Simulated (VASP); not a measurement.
Runs of VASP 6.6.1 on BiS. The structure is that of space group Pm-3m (No. 221), or close to it. The cells are those of the table. 

| task | level | cell | cutoff (eV) | smearing | gap on the mesh (eV) | pressure (GPa) | relaxed volume (Å³/atom) |
| --- | --- | --- | --- | --- | --- | --- | --- |
| relaxation of cell and atoms | BLYP+D3(BJ) | relaxed from a = 4.003 Å, 2 atoms | 600 | fermi-dirac 0.05 eV | none | 0.0 | (a) |
| single point | PBEsol+D4 | a = 3.508 Å, 2 atoms | 520 | fermi-dirac 0.05 eV | none | 0.0 | - |
| relaxation of cell and atoms | PBE+D3(BJ) | relaxed from a = 4.003 Å, 2 atoms | 600 | fermi-dirac 0.05 eV | none | 0.1 | 22.26 |
| single point | BLYP | a = 3.693 Å, 2 atoms | 500 | fermi-dirac 0.05 eV | none | 0.0 | - |
| single point | PBE | a = 4.003 Å, 2 atoms | 520 | gaussian 0.018 eV | none | -10.9 | - |
| single point | revPBE | a = 4.003 Å, 2 atoms | 520 | fermi-dirac 0.05 eV | none | -10.1 | - |
| single point | PBE | a = 4.003 Å, 2 atoms | 520 | gaussian 0.022 eV | none | -10.9 | - |
| single point | BLYP+D4 | a = 3.595 Å, 2 atoms | 520 | fermi-dirac 0.05 eV | none | 0.1 | - |

Alike in all rows: potentials or basis VASP PAW PBE potentials, release 64 (Bi_d, S); no spin polarisation; k mesh 7 × 7 × 7.

Task: Estimate the missing entries.

Result: (a) 22.89.

Caveats: spin-orbit coupling is left out, which moves the levels of the heavy elements; the PAW data sets were made with another functional, which shifts forces and pressure a little (some runs); pairwise dispersion overbinds metals, which lowers pressure and volume (some runs); the volume moved by over 15 % at a fixed basis, so the end points are rough (some runs).

A k mesh can miss the band edges, and the runs leave out spin-orbit coupling on Bi.

A gap of «none» marks levels without a gap at the run's occupations.
